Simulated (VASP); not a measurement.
# Tl3ICl2 in VASP: further runs, part 2 of 2

VASP 6.6.1. Earlier steps stand in the parts before.

### Step 3. Single point, PBE

This run uses another cell than the first one, of 39.04 Å³/atom.

File INCAR:

```
PREC = Accurate ; ENCUT = 500
EDIFF = 1E-6 ; ISMEAR = 0
SIGMA = 0.15 ; LREAL = False
LASPH = True ; NELM = 120
ALGO = Normal ; ISIF = 2
LWAVE = False ; LCHARG = False
GGA = PE ; NBANDS = 39
GGA_COMPAT = False
```

File KPOINTS:

```
regular mesh
0
Gamma
  2 2 2
```

File POSCAR:

```
Tl3ICl2
1.0
    7.5882867526     -0.0000000032      0.0000000000
   -3.7941433735      6.5716491006      0.0000000000
    0.0000000000      0.0000000000      4.6970178178
Tl I Cl
3 1 2
Direct
    0.5000000000      0.0000000000      0.5000000000
    0.0000000000      0.5000000000      0.5000000000
    0.5000000000      0.5000000000      0.5000000000
    0.0000000000      0.0000000000      0.5000000000
    0.3333333333      0.6666666667      0.0000000000
    0.6666666667      0.3333333333      0.0000000000
```

Potentials or basis: VASP PAW PBE potentials, release 64 (Tl_d, I, Cl).

Started as:

```
> cat potpaw_PBE.64/Tl_d/POTCAR potpaw_PBE.64/I/POTCAR potpaw_PBE.64/Cl/POTCAR > POTCAR
> mpirun -np 1 vasp_std > vasp.out
```

OUTCAR:

```text
PREC = Accurate
   ENCUT = 500
   EDIFF = 1E-6
   ISMEAR = 0
   LREAL = False
   LASPH = True
   NELM = 120
   ISIF = 2
   GGA = PE

 ion  position               nearest neighbor table
   1  0.500  0.000  0.500-   5 3.21   6 3.21   5 3.21   6 3.21   4 3.79   4 3.79   3 3.79   3 3.79
                             2 3.79   2 3.79
   2  0.000  0.500  0.500-   5 3.21   6 3.21   5 3.21   6 3.21   3 3.79   3 3.79   4 3.79   4 3.79
                             1 3.79   1 3.79
   3  0.500  0.500  0.500-   5 3.21   6 3.21   5 3.21   6 3.21   2 3.79   2 3.79   1 3.79   1 3.79
                             4 3.79   4 3.79
   4  0.000  0.000  0.500-   1 3.79   1 3.79   2 3.79   2 3.79   3 3.79   3 3.79
   5  0.333  0.667  0.000-   2 3.21   2 3.21   1 3.21   1 3.21   3 3.21   3 3.21
   6  0.667  0.333  0.000-   2 3.21   2 3.21   1 3.21   1 3.21   3 3.21   3 3.21

  LATTYP: Found a hexagonal cell.
 ALAT       =     7.5882867526
 C/A-ratio  =     0.6189826467

  Lattice vectors:

 A1 = (   7.5882867526,  -0.0000000032,   0.0000000000)
 A2 = (  -3.7941433735,   6.5716491006,   0.0000000000)
 A3 = (   0.0000000000,   0.0000000000,   4.6970178178)

Analysis of symmetry for initial positions (statically):
=====================================================================
 Subroutine PRICEL returns:
 Original cell was already a primitive cell.

 Routine SETGRP: Setting up the symmetry group for a
 hexagonal supercell.

 Subroutine GETGRP returns: Found 24 space group operations
 (whereof 24 operations were pure point group operations)
 out of a pool of 24 trial point group operations.

The static configuration has the point symmetry D_6h.

Analysis of symmetry for dynamics (positions and initial velocities):
=====================================================================
 Subroutine PRICEL returns:
 Original cell was already a primitive cell.

 Routine SETGRP: Setting up the symmetry group for a
 hexagonal supercell.

 Subroutine GETGRP returns: Found 24 space group operations
 (whereof 24 operations were pure point group operations)
 out of a pool of 24 trial point group operations.

The dynamic configuration has the point symmetry D_6h.

 Subroutine INISYM returns: Found 24 space group operations
 (whereof 24 operations are pure point group operations),
 and found     1 'primitive' translations

----------------------------------------------------------------------------------------

                                     Primitive cell

  volume of cell :     234.2288

  direct lattice vectors                    reciprocal lattice vectors
     7.588286753 -0.000000003  0.000000000     0.131782052  0.076084403  0.000000000
    -3.794143373  6.571649101  0.000000000     0.000000000  0.152168806  0.000000000
     0.000000000  0.000000000  4.697017818     0.000000000  0.000000000  0.212901045

  length of vectors
     7.588286753  7.588286753  4.697017818     0.152168806  0.152168806  0.212901045

  position of ions in fractional coordinates (direct lattice)
     0.500000000  0.000000000  0.500000000
     0.000000000  0.500000000  0.500000000
     0.500000000  0.500000000  0.500000000
     0.000000000  0.000000000  0.500000000
     0.333333333  0.666666667  0.000000000
     0.666666667  0.333333333  0.000000000

  ion indices of the primitive-cell ions
   primitive index   ion index
[... 30 lines left out ...]

 Found      4 irreducible k-points:

 Following reciprocal coordinates:
            Coordinates               Weight
  0.000000  0.000000  0.000000      1.000000
  0.500000 -0.000000  0.000000      3.000000
  0.000000  0.000000  0.500000      1.000000
  0.500000 -0.000000  0.500000      3.000000
   k-points           NKPTS =      4   k-points in BZ     NKDIM =      4   number of bands    NBANDS=     39
   number of dos      NEDOS =    301   number of ions     NIONS =      6
   total plane-waves  NPLWV = 112896
   dimension x,y,z NGX =    56 NGY =   56 NGZ =   36
   dimension x,y,z NGXF=   112 NGYF=  112 NGZF=   72
   ions per type =               3   1   2
   NGX,Y,Z   is equivalent  to a cutoff of  12.27, 12.27, 12.74 a.u.
   NGXF,Y,Z  is equivalent  to a cutoff of  24.54, 24.54, 25.48 a.u.
 SYSTEM =  unknown system
   PREC   = accura    normal or accurate (medium, high low for compatibility)
   ISTART =      0    job   : 0-new  1-cont  2-samecut
   ICHARG =      2    charge: 1-file 2-atom 10-const
   ISPIN  =      1    spin polarized calculation?
   LNONCOLLINEAR =      F non collinear calculations
   LSORBIT =      F    spin-orbit coupling
   LASPH  =      T    aspherical Exc in radial PAW
   ENCUT  =  500.0 eV  36.75 Ry    6.06 a.u.  13.84 13.84  8.56*2*pi/ulx,y,z
   NELM   =    120;   NELMIN=  2; NELMDL= -5     # of ELM steps
   EDIFF  = 0.1E-05   stopping-criterion for ELM
   LREAL  =      F    real-space projection
   EDIFFG = 0.1E-04   stopping-criterion for IOM
   NSW    =      0    number of steps for IOM
   IBRION =     -1    ionic relax: 0-MD 1-quasi-New 2-CG
   NFREE  =      0    steps in history (QN), initial steepest desc. (CG)
   ISIF   =      2    stress and relaxation
   ISYM   =      2    0-nonsym 1-usesym 2-fastsym
   POTIM  = 0.5000    time-step for ionic-motion
   TEBEG  =    0.0;   TEEND  =   0.0 temperature during run
   PSTRESS=    0.0 pullay stress
   NELECT =      60.0000    total number of electrons
   NUPDOWN=      -1.0000    fix difference up-down
   EMIN   =  10.00;   EMAX   =-10.00  energy-range for DOS
   EFERMI =   0.00;   METHOD = LEGACY
   ISMEAR =     0;   SIGMA  =   0.15  broadening in eV -4-tet -1-fermi 0-gaus
   EFERMI_NEDOS =   21; number of points for ismear=-14 and -15
   IALGO  =     38    algorithm
   IMIX   =      4    mixing-type and parameters
     AMIX     =   0.40;   BMIX     =  1.00
     AMIX_MAG =   1.60;   BMIX_MAG =  1.00
  volume/ion in A,a.u.               =      39.04       263.44
  Fermi-wavevector in a.u.,A,eV,Ry     =   1.039709  1.964765 14.707828  1.080995
  Thomas-Fermi vector in A             =   2.174252
   LORBIT       =      0    0 simple, 1 ext, 2 COOP (PROOUT), +10 PAW based schemes
   GGA     = PE    functional components
   LHFCALC =     F    Hartree Fock is set to
   AEXX    =    0.0000 exact exchange contribution
   IVDW    =     0    specifies the selected vdW correction
   LEPSILON=     F    determine dielectric tensor
   LRPA    =     F    only Hartree local field effects (RPA)
 non-spin polarized calculation
 Gauss-broadening in eV      SIGMA  =   0.15
  energy-cutoff  :      500.00
  volume of cell :      234.23
 maximum number of plane-waves:      5964
 NGX is ok and might be reduce to    56
   NGX = 27   NGY = 27   NGZ = 17

 number of electron      59.9999992 magnetization

 Free energy of the ion-electron system (eV)
  ---------------------------------------------------
  ext. energy  EPLUGINS =         0.00000000
  ---------------------------------------------------
  free energy    TOTEN  =       -16.63790206 eV

  energy without entropy =      -16.63785064  energy(sigma->0) =      -16.63787635

 E-fermi :   1.9604     XC(G=0):  -7.7788

 val. band max:        1.5536708753   @ k =   0.5000  -0.0000   0.0000
 cond. band min:       2.3297895560   @ k =   0.0000   0.0000   0.0000
 fundamental gap:      0.7761186806
 Fermi energy:         1.9604161651

 k-point     1 :       0.0000    0.0000    0.0000
  band No.  band energies     occupation
      1     -12.7634      2.00000
      2     -12.6221      2.00000
      3      -9.3378      2.00000
      4      -9.1113      2.00000
      5      -9.1037      2.00000
      6      -9.1037      2.00000
[... 157 lines left out ...]
     38       6.3787      0.00000
     39       7.8569      0.00000

------------------------ aborting loop because EDIFF is reached ----------------------------------------

  FORCE on cell =-STRESS in cart. coord.  units (eV):
  Direction    XX          YY          ZZ          XY          YZ          ZX
  --------------------------------------------------------------------------------------
  -------------------------------------------------------------------------------------
  Total        0.3508337      0.3508337     -0.1613413      0.0000000     -0.0000000      0.0000000
  in kB        2.3997808      2.3997808     -1.1036104      0.0000000     -0.0000000      0.0000000
  external PRESSURE =       1.2319837 kB  Pullay stress =       0.0000000 kB

 VOLUME and BASIS-vectors are now :
 -----------------------------------------------------------------------------
  energy-cutoff  :      500.00
  volume of cell :      234.23
      direct lattice vectors                 reciprocal lattice vectors
     7.588286753 -0.000000003  0.000000000     0.131782052  0.076084403  0.000000000
    -3.794143373  6.571649101  0.000000000     0.000000000  0.152168806  0.000000000
     0.000000000  0.000000000  4.697017818     0.000000000  0.000000000  0.212901045

 POSITION                                       TOTAL-FORCE (eV/Angst)
 -----------------------------------------------------------------------------------
      3.79414     -0.00000      2.34851         0.000000     -0.000000      0.000000
     -1.89707      3.28582      2.34851         0.000000     -0.000000      0.000000
      1.89707      3.28582      2.34851         0.000000     -0.000000      0.000000
      0.00000      0.00000      2.34851         0.000000     -0.000000      0.000000
      0.00000      4.38110      0.00000         0.000000     -0.000000      0.000000
      3.79414      2.19055      0.00000        -0.000000      0.000000      0.000000
 -----------------------------------------------------------------------------------
    total drift:                               -0.000000      0.000000     -0.000000

  FREE ENERGIE OF THE ION-ELECTRON SYSTEM (eV)
  ---------------------------------------------------
  free  energy   TOTEN  =       -16.6379020589 eV

  energy  without entropy=      -16.6378506404  energy(sigma->0) =      -16.63787635
```

It took 90 s on 1 thread of Intel Xeon 8259CL, shared host; peak memory 0.33 GiB.

Results:

```
Free energy            : -16.6379 eV
Pressure               : 0.1 GPa
Band gap on the k mesh : 0.78 eV
```

Stress tensor (GPa, compression positive):
```
 0.24  0.00  0.00
 0.00  0.24  0.00
 0.00  0.00 -0.11
```

Levels at points of the mesh, in eV from the valence-band top:
```tsv
k point	band 27	band 28	band 29	band 30	band 31	band 32	band 33	band 34
(0.00, 0.00, 0.00)	-1.32	-1.14	-1.14	0.00	0.78	3.79	3.79	4.52
(0.50, 0.00, 0.00)	-1.32	-0.91	-0.45	0.00	1.90	3.03	3.44	4.10
(0.00, 0.00, 0.50)	-1.43	-1.43	-0.93	-0.89	2.70	3.28	3.30	3.30
(0.50, 0.00, 0.50)	-1.67	-0.86	-0.80	-0.16	2.23	2.99	3.19	3.96
```

Caveat: the k points lie up to 0.67 Å⁻¹ apart; spin-orbit coupling is left out, which moves the levels of the heavy elements.

### Step 4. Single point, PBE

File INCAR:

```
SYSTEM = Tl3ICl2
  ALGO = Normal
  EDIFF = 1E-6
  ENCUT = 500
  GGA = PE
  GGA_COMPAT = .FALSE.
  ISIF = 2
  ISMEAR = 0
  LASPH = .TRUE.
  LCHARG = .FALSE.
  LREAL = .FALSE.
  LWAVE = .FALSE.
  NBANDS = 39
  NELM = 120
  PREC = Accurate
  SIGMA = 0.15
```

File KPOINTS:

```
k-points
0
G
  2 2 3
  0 0 0
```

File POSCAR:

```
Tl3ICl2
1.0
    3.8222285832     -6.6086258215      0.0049298620
    3.8222285832      6.6086258215      0.0049298620
   -0.0232995967      0.0000000000      4.4622149463
Tl I Cl
3 1 2
Direct
    0.0000000000      0.5000000000      0.5000000000
    0.5000000000      0.0000000000      0.5000000000
    0.5000000000      0.5000000000      0.5000000000
    0.0000000000      0.0000000000      0.0000000000
    0.6668853632      0.3331146368      0.0000000000
    0.3331146368      0.6668853632      0.0000000000
```

Started as:

```
> cat potpaw_PBE.64/Tl_d/POTCAR potpaw_PBE.64/I/POTCAR potpaw_PBE.64/Cl/POTCAR > POTCAR
> mpirun -np 1 vasp_std > vasp.out
```

Wall time 2 min (1 thread of Intel Xeon 8259CL, shared host); peak memory 0.34 GiB.

Results (log left out):

```yaml
Free_energy: -16.2574 eV
Pressure: 0.5 GPa
Largest_force: 0.005 eV/Å
Band_gap_on_the_k_mesh: 0.57 eV
```

Forces in eV/Å, atoms in the order of the input:
```
Tl   0.000  0.000  0.000
Tl   0.000  0.000  0.000
Tl   0.000  0.000  0.000
I    0.000  0.000  0.000
Cl   0.000  0.005  0.000
Cl   0.000 -0.005  0.000
```

Stress tensor (GPa, compression positive):
```
0.58 0.00 0.02
0.00 0.59 0.00
0.02 0.00 0.27
```

Levels at points of the mesh, in eV from the valence-band top:
| k point | band 27 | band 28 | band 29 | band 30 | band 31 | band 32 | band 33 | band 34 |
| --- | --- | --- | --- | --- | --- | --- | --- | --- |
| (0.00, 0.00, 0.00) | -1.42 | -1.04 | -1.04 | 0.00 | 0.57 | 2.57 | 2.59 | 4.35 |
| (0.50, 0.00, 0.00) | -1.47 | -0.93 | -0.69 | 0.00 | 1.48 | 2.55 | 3.23 | 3.24 |
| (0.50, 0.50, 0.00) | -1.47 | -0.93 | -0.69 | 0.00 | 1.49 | 2.55 | 3.22 | 3.23 |

Caveat: the k points lie up to 0.47 Å⁻¹ apart; spin-orbit coupling is left out, which moves the levels of the heavy elements.

### Step 5. Summary

```csv
cell,k mesh,gap on the mesh (eV),pressure (GPa)
"a = 7.686, b = 7.686, c = 4.405 Å, angles 90.0, 90.0, 120.0°, 6 atoms, atomic positions A",2 × 2 × 3,0.59,0.6
"a = 7.588, b = 7.588, c = 4.697 Å, angles 90.0, 90.0, 120.0°, 6 atoms, atomic positions B",2 × 2 × 2,0.78,0.1
"a = 7.634, b = 7.634, c = 4.462 Å, angles 90.1, 90.1, 119.9°, 6 atoms, atomic positions C",2 × 2 × 3,0.57,0.5
```

Alike in all rows: task single point; level PBE; potentials or basis VASP PAW PBE potentials, release 64 (Tl_d, I, Cl); no spin polarisation; cutoff (eV) 500; smearing gaussian 0.15 eV.

Caveats: all runs use coarse meshes; spin-orbit coupling is left out, which moves the levels of the heavy elements.

Absolute energies hang on the potentials; compare differences alone.
